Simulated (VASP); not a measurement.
# Rh (Fd-3m) in VASP: a series of runs

Rh is run at these levels: revPBE; tasks: single point, relaxation of cell and atoms.

All numbers are computed with VASP 6.6.1; they aren't measurements. Logs are shortened: lines on timing, memory, paths and dates and some standing lists are left out, and cuts for length are marked.

## 1. The cell of the first run

Symmetry: Fd-3m, No. 227, cubic system. The conventional cell has a = 5.622 Å, b = 5.622 Å, c = 5.622 Å, α = 90.00°, β = 90.00°, γ = 90.00°. Rh (site symmetry -43m) has 4 Rh at 2.43 Å within 3.2 Å.

## 2. Single point, revPBE (volume scaled by 1.04)

Input file INCAR:

```
ALGO = Normal
EDIFF = 1E-6
ENCUT = 520
GGA = RE
ISIF = 2
ISMEAR = -1
LASPH = True
LCHARG = False
LREAL = False
LWAVE = False
NBANDS = 22
NELM = 80
PREC = Accurate
SIGMA = 0.1
```

Input file KPOINTS:

```
k-points
0
Gamma
  11 11 11
```

Input file POSCAR:

```
Rh
1.0
    0.0000000000      2.8110024464      2.8110024464
    2.8110024464      0.0000000000      2.8110024464
    2.8110024464      2.8110024464      0.0000000000
Rh
2
Direct
    0.1250000000      0.1250000000      0.1250000000
    0.8750000000      0.8750000000      0.8750000000
```

Potentials or basis: VASP PAW PBE potentials, release 64 (Rh_pv).

The run is started by

```sh
$ cat potpaw_PBE.64/Rh_pv/POTCAR > POTCAR
$ mpirun -np 1 vasp_std > vasp.out
```

OUTCAR:

```text
EDIFF = 1E-6
   ENCUT = 520
   GGA = RE
   ISIF = 2
   ISMEAR = -1
   LASPH = True
   LREAL = False
   NELM = 80
   PREC = Accurate

 ion  position               nearest neighbor table
   1  0.125  0.125  0.125-   2 2.43   2 2.43   2 2.43   2 2.43
   2  0.875  0.875  0.875-   1 2.43   1 2.43   1 2.43   1 2.43

  LATTYP: Found a face centered cubic cell.
 ALAT       =     5.6220048928

  Lattice vectors:

 A1 = (   0.0000000000,   2.8110024464,   2.8110024464)
 A2 = (   2.8110024464,   0.0000000000,   2.8110024464)
 A3 = (   2.8110024464,   2.8110024464,   0.0000000000)

Analysis of symmetry for initial positions (statically):
=====================================================================
 Subroutine PRICEL returns:
 Original cell was already a primitive cell.

 Routine SETGRP: Setting up the symmetry group for a
 face centered cubic supercell.

 Subroutine GETGRP returns: Found 48 space group operations
 (whereof 12 operations were pure point group operations)
 out of a pool of 48 trial point group operations.

The static configuration has the point symmetry D_3d.
 The point group associated with its full space group is O_h .

Analysis of symmetry for dynamics (positions and initial velocities):
=====================================================================
 Subroutine PRICEL returns:
 Original cell was already a primitive cell.

 Routine SETGRP: Setting up the symmetry group for a
 face centered cubic supercell.

 Subroutine GETGRP returns: Found 48 space group operations
 (whereof 12 operations were pure point group operations)
 out of a pool of 48 trial point group operations.

The dynamic configuration has the point symmetry D_3d.
 The point group associated with its full space group is O_h .

 Subroutine INISYM returns: Found 48 space group operations
 (whereof 12 operations are pure point group operations),
 and found     1 'primitive' translations

----------------------------------------------------------------------------------------

                                     Primitive cell

  volume of cell :      44.4236

  direct lattice vectors                    reciprocal lattice vectors
     0.000000000  2.811002446  2.811002446    -0.177872488  0.177872488  0.177872488
     2.811002446  0.000000000  2.811002446     0.177872488 -0.177872488  0.177872488
     2.811002446  2.811002446  0.000000000     0.177872488  0.177872488 -0.177872488

  length of vectors
     3.975357784  3.975357784  3.975357784     0.308084187  0.308084187  0.308084187

  position of ions in fractional coordinates (direct lattice)
     0.125000000  0.125000000  0.125000000
     0.875000000  0.875000000  0.875000000

  ion indices of the primitive-cell ions
   primitive index   ion index
                 1           1
                 2           2

----------------------------------------------------------------------------------------

 KPOINTS: k-points

Automatic generation of k-mesh.
 Grid dimensions read from file:
 generate k-points for:   11   11   11

 Generating k-lattice:

  Cartesian coordinates                     Fractional coordinates (reciprocal lattice)
    -0.016170226  0.016170226  0.016170226     0.090909091  0.000000000  0.000000000
     0.016170226 -0.016170226  0.016170226     0.000000000  0.090909091  0.000000000
     0.016170226  0.016170226 -0.016170226     0.000000000  0.000000000  0.090909091

  Length of vectors
     0.028007653  0.028007653  0.028007653

  Shift w.r.t. Gamma in fractional coordinates (k-lattice)
     0.000000000  0.000000000  0.000000000

 Subroutine IBZKPT returns following result:
 ===========================================

 Found     56 irreducible k-points:

 Following reciprocal coordinates:
            Coordinates               Weight
  0.000000  0.000000  0.000000      1.000000
  0.090909  0.000000  0.000000      8.000000
  0.181818  0.000000  0.000000      8.000000
  0.272727  0.000000  0.000000      8.000000
  0.363636  0.000000  0.000000      8.000000
  0.454545  0.000000  0.000000      8.000000
[... 16 lines left out ...]
 -0.272727  0.181818  0.000000     24.000000
 -0.181818  0.181818  0.000000     12.000000
 [... further k-points ...]
   k-points           NKPTS =     56   k-points in BZ     NKDIM =     56   number of bands    NBANDS=     22
   number of dos      NEDOS =    301   number of ions     NIONS =      2
   total plane-waves  NPLWV =  27000
   dimension x,y,z NGX =    30 NGY =   30 NGZ =   30
   dimension x,y,z NGXF=    60 NGYF=   60 NGZF=   60
   ions per type =               2
   NGX,Y,Z   is equivalent  to a cutoff of  12.55, 12.55, 12.55 a.u.
   NGXF,Y,Z  is equivalent  to a cutoff of  25.09, 25.09, 25.09 a.u.
 SYSTEM =  unknown system
   PREC   = accura    normal or accurate (medium, high low for compatibility)
   ISTART =      0    job   : 0-new  1-cont  2-samecut
   ICHARG =      2    charge: 1-file 2-atom 10-const
   ISPIN  =      1    spin polarized calculation?
   LNONCOLLINEAR =      F non collinear calculations
   LSORBIT =      F    spin-orbit coupling
   LASPH  =      T    aspherical Exc in radial PAW
   ENCUT  =  520.0 eV  38.22 Ry    6.18 a.u.   7.39  7.39  7.39*2*pi/ulx,y,z
   NELM   =     80;   NELMIN=  2; NELMDL= -5     # of ELM steps
   EDIFF  = 0.1E-05   stopping-criterion for ELM
   LREAL  =      F    real-space projection
   EDIFFG = 0.1E-04   stopping-criterion for IOM
   NSW    =      0    number of steps for IOM
   IBRION =     -1    ionic relax: 0-MD 1-quasi-New 2-CG
   NFREE  =      0    steps in history (QN), initial steepest desc. (CG)
   ISIF   =      2    stress and relaxation
   ISYM   =      2    0-nonsym 1-usesym 2-fastsym
   POTIM  = 0.5000    time-step for ionic-motion
   TEBEG  =    0.0;   TEEND  =   0.0 temperature during run
   PSTRESS=    0.0 pullay stress
   NELECT =      30.0000    total number of electrons
   NUPDOWN=      -1.0000    fix difference up-down
   EMIN   =  10.00;   EMAX   =-10.00  energy-range for DOS
   EFERMI =   0.00;   METHOD = LEGACY
   ISMEAR =    -1;   SIGMA  =   0.10  broadening in eV -4-tet -1-fermi 0-gaus
   EFERMI_NEDOS =   21; number of points for ismear=-14 and -15
   IALGO  =     38    algorithm
   IMIX   =      4    mixing-type and parameters
     AMIX     =   0.40;   BMIX     =  1.00
     AMIX_MAG =   1.60;   BMIX_MAG =  1.00
  volume/ion in A,a.u.               =      22.21       149.89
  Fermi-wavevector in a.u.,A,eV,Ry     =   1.436296  2.714206 28.068097  2.062947
  Thomas-Fermi vector in A             =   2.555500
   LORBIT       =      0    0 simple, 1 ext, 2 COOP (PROOUT), +10 PAW based schemes
   GGA     = RE    functional components
   LHFCALC =     F    Hartree Fock is set to
   AEXX    =    0.0000 exact exchange contribution
   IVDW    =     0    specifies the selected vdW correction
   LEPSILON=     F    determine dielectric tensor
   LRPA    =     F    only Hartree local field effects (RPA)
 non-spin polarized calculation
  energy-cutoff  :      520.00
  volume of cell :       44.42
 maximum number of plane-waves:      1243
 NGX is ok and might be reduce to    30
   NGX = 15   NGY = 15   NGZ = 15

 number of electron      29.9999994 magnetization

 Free energy of the ion-electron system (eV)
  ---------------------------------------------------
  ext. energy  EPLUGINS =         0.00000000
  ---------------------------------------------------
  free energy    TOTEN  =       -11.43355553 eV

  energy without entropy =      -11.31102237  energy(sigma->0) =      -11.37228895

 E-fermi :   5.7217     XC(G=0): -10.6813

 val. band max:        5.7004278645   @ k =   0.4545   0.0909   0.0000
 cond. band min:       5.7493752871   @ k =   0.2727   0.0909   0.0000
 fundamental gap:      0.0489474226
 Fermi energy:         5.7216592068

 k-point     1 :       0.0000    0.0000    0.0000
  band No.  band energies     occupation
      1     -41.1533      2.00000
      2     -41.1533      2.00000
      3     -41.1533      2.00000
      4     -40.6411      2.00000
      5     -40.6411      2.00000
      6     -40.6411      2.00000
[... 14 lines left out ...]
     21      18.0739      0.00000
     22      18.2443      0.00000

 k-point     2 :       0.0909    0.0000    0.0000
  band No.  band energies     occupation
      1     -41.1578      2.00000
      2     -41.1578      2.00000
      3     -41.1517      2.00000
      4     -40.6431      2.00000
      5     -40.6365      2.00000
      6     -40.6365      2.00000
[... 14 lines left out ...]
     21      17.5958      0.00000
     22      18.7212      0.00000

 k-point     3 :       0.1818    0.0000    0.0000
  band No.  band energies     occupation
      1     -41.1695      2.00000
      2     -41.1695      2.00000
      3     -41.1475      2.00000
      4     -40.6486      2.00000
      5     -40.6245      2.00000
      6     -40.6245      2.00000
[... 14 lines left out ...]
     21      16.9608      0.00000
     22      19.3375      0.00000

 k-point     4 :       0.2727    0.0000    0.0000
  band No.  band energies     occupation
      1     -41.1840      2.00000
      2     -41.1840      2.00000
      3     -41.1421      2.00000
      4     -40.6558      2.00000
      5     -40.6096      2.00000
      6     -40.6096      2.00000
[... 14 lines left out ...]
     21      16.4731      0.00000
     22      19.1584      0.00000

 k-point     5 :       0.3636    0.0000    0.0000
  band No.  band energies     occupation
      1     -41.1968      2.00000
      2     -41.1968      2.00000
      3     -41.1370      2.00000
      4     -40.6624      2.00000
      5     -40.5965      2.00000
      6     -40.5965      2.00000
[... 417 lines left out ...]
 k-point    22 :      -0.3636    0.1818    0.0000
  band No.  band energies     occupation
      1     -41.2451      2.00000
      2     -41.2113      2.00000
      3     -41.0681      2.00000
      4     -40.7308      2.00000
      5     -40.5817      2.00000
      6     -40.5500      2.00000
[... 14 lines left out ...]
     21      16.1044      0.00000
     22      20.0370      0.00000

 k-point    23 :      -0.2727    0.1818    0.0000
  band No.  band energies     occupation
      1     -41.2347      2.00000
      2     -41.1980      2.00000
      3     -41.0874      2.00000
      4     -40.7109      2.00000
      5     -40.5953      2.00000
      6     -40.5601      2.00000
[... 14 lines left out ...]
     21      16.3556      0.00000
     22      19.6976      0.00000

 k-point    24 :      -0.1818    0.1818    0.0000
  band No.  band energies     occupation
      1     -41.2155      2.00000
      2     -41.1836      2.00000
      3     -41.1112      2.00000
      4     -40.6863      2.00000
      5     -40.6101      2.00000
      6     -40.5790      2.00000
[... 14 lines left out ...]
     21      16.6802      0.00000
     22      19.2137      0.00000

 [... further k-points ...]
[... 5 lines left out ...]
  --------------------------------------------------------------------------------------
  -------------------------------------------------------------------------------------
  Total       -1.1484759     -1.1484759     -1.1484759      0.0000000      0.0000000     -0.0000000
  in kB      -41.4208308    -41.4208308    -41.4208308      0.0000000      0.0000000     -0.0000000
  external PRESSURE =     -41.4208308 kB  Pullay stress =       0.0000000 kB

 VOLUME and BASIS-vectors are now :
 -----------------------------------------------------------------------------
  energy-cutoff  :      520.00
  volume of cell :       44.42
      direct lattice vectors                 reciprocal lattice vectors
     0.000000000  2.811002446  2.811002446    -0.177872488  0.177872488  0.177872488
     2.811002446  0.000000000  2.811002446     0.177872488 -0.177872488  0.177872488
     2.811002446  2.811002446  0.000000000     0.177872488  0.177872488 -0.177872488

 POSITION                                       TOTAL-FORCE (eV/Angst)
 -----------------------------------------------------------------------------------
      0.70275      0.70275      0.70275        -0.000000     -0.000000     -0.000000
      4.91925      4.91925      4.91925         0.000000      0.000000      0.000000
 -----------------------------------------------------------------------------------
    total drift:                               -0.000000      0.000000      0.000000

  FREE ENERGIE OF THE ION-ELECTRON SYSTEM (eV)
  ---------------------------------------------------
  free  energy   TOTEN  =       -11.4335555303 eV

  energy  without entropy=      -11.3110223654  energy(sigma->0) =      -11.37228895
```

Wall time 20 s (1 thread of Intel Xeon 6975P-C (Granite Rapids), shared host); peak memory 0.18 GiB.

Results:

```
Free energy            : -11.4336 eV
Pressure               : -4.1 GPa
Band gap on the k mesh : zero (band 15 reaches 6.25 eV, above the bottom of band 16 at 5.23 eV)
```

Levels at points of the mesh, in eV from the Fermi level:
```csv
k point,band 13,band 14,band 15,band 16,band 17,band 18
"(0.00, 0.00, 0.00)",-1.30,-1.30,-1.30,0.30,0.30,12.34
```

Caveat: the PAW data sets were made with another functional, which shifts forces and pressure a little.

## 3. Single point, revPBE (volume scaled by 1.08)

Input file INCAR:

```
SYSTEM = Rh
PREC = Accurate ; ENCUT = 520
EDIFF = 1E-7 ; ISMEAR = -1
SIGMA = 0.1 ; LREAL = .False.
LASPH = .True. ; NELM = 100
ALGO = Normal ; ISIF = 2
LWAVE = .False. ; LCHARG = .False.
GGA = RE ; NBANDS = 22
```

Input file KPOINTS:

```
Automatic mesh
0
Gamma
  11 11 11
  0 0 0
```

Input file POSCAR:

```
Rh
1.0
    0.0000000000      2.8465885336      2.8465885336
    2.8465885336      0.0000000000      2.8465885336
    2.8465885336      2.8465885336      0.0000000000
Rh
2
Direct
    0.1250000000      0.1250000000      0.1250000000
    0.8750000000      0.8750000000      0.8750000000
```

Potentials or basis: VASP PAW PBE potentials, release 64 (Rh_pv).

The run is started by

```sh
$ cat potpaw_PBE.64/Rh_pv/POTCAR > POTCAR
$ mpirun -np 1 vasp_std > vasp.out
```

Wall time 24 s (1 thread of Intel Xeon 6975P-C (Granite Rapids), shared host); peak memory 0.19 GiB.

Results (log left out):

| Quantity | Value |
| --- | --- |
| Free energy | -11.3721 eV |
| Pressure | -7.4 GPa |
| Band gap on the k mesh | zero (band 15 reaches 5.78 eV, above the bottom of band 16 at 4.82 eV) |

Levels at points of the mesh, in eV from the Fermi level:
| k point | band 13 | band 14 | band 15 | band 16 | band 17 | band 18 |
| --- | --- | --- | --- | --- | --- | --- |
| (0.00, 0.00, 0.00) | -1.24 | -1.24 | -1.24 | 0.27 | 0.27 | 12.09 |

Caveat: the PAW data sets were made with another functional, which shifts forces and pressure a little.

(Part 1 of 2 ends here.)
